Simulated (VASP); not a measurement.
Wanted: the native input for a VASP 6.6.1 run.

- Task: single point
- Functional: r2SCAN
- Potentials or basis: VASP PAW PBE potentials, release 64 (C)
- Cutoff: 520 eV
- k mesh: 6 × 6 × 4
- Occupations: gaussian, width 0.1 eV
- Spin: no spin polarisation
- Dipole correction: no
- Further INCAR settings: ALGO = Normal; EDIFF = 1e-06; NBANDS = 16

Crystal: C.

```xyz
4
Lattice="3.4286 -1.2285 0.0000 3.4286 1.2285 0.0000 0.0000 0.0000 4.2564" Properties=species:S:1:pos:R:3 pbc="T T T"
C     3.4286   -1.2286    0.7103
C     3.4286    0.0000    2.8385
C     3.4286    1.2286    3.5461
C     3.4286    0.0000    1.4179
```

These files were run (other wordings do the same):

POSCAR

```
C
1.0
    3.4286349132     -1.2285422014      0.0000000000
    3.4286349132      1.2285422014      0.0000000000
    0.0000000000      0.0000000000      4.2563670819
C
4
Direct
    1.0000138735     -0.0000138735      0.1668833591
    0.4999861265      0.5000138735      0.6668833591
   -0.0000138735      1.0000138735      0.8331166409
    0.5000138735      0.4999861265      0.3331166409
```

INCAR.step1

```
SYSTEM = C
PREC = Accurate
ENCUT = 520
ISMEAR = 0
SIGMA = 0.1
LREAL = .False.
LASPH = .True.
NELM = 60
NBANDS = 16
GGA = PE
ALGO = Normal
EDIFF = 1E-4
LWAVE = .True.
LCHARG = .False.
```

INCAR.step2

```
SYSTEM = C
PREC = Accurate
ENCUT = 520
EDIFF = 1E-6
ISMEAR = 0
SIGMA = 0.1
LREAL = .False.
LASPH = .True.
NELM = 60
ALGO = Normal
ISIF = 2
LWAVE = .False.
LCHARG = .True.
METAGGA = R2SCAN
LMIXTAU = .True.
LELF = .True.
LVHAR = .True.
NBANDS = 16
ISTART = 1
```

KPOINTS

```
regular mesh
0
Gamma
  6 6 4
  0 0 0
```

Potentials or basis: VASP PAW PBE potentials, release 64 (C).

Launch:

```sh
$ cat potpaw_PBE.64/C/POTCAR > POTCAR
$ cp INCAR.step1 INCAR
$ mpirun -np 1 vasp_std > vasp.out
$ cp INCAR.step2 INCAR
$ mpirun -np 1 vasp_std > vasp.out
```

It gave:

```json
{
  "Pressure": "0.6 GPa",
  "Largest force": "0.005 eV/Å",
  "Band gap on the k mesh": "0.21 eV"
}
```

Caveat: the k points lie up to 0.45 Å⁻¹ apart; the PAW data sets were made with another functional, which shifts forces and pressure a little.

Run time: 43 s on 1 thread of Intel(R) Xeon(R) 6975P-C (Granite Rapids), with other jobs on the host, peak memory 0.16 GiB.
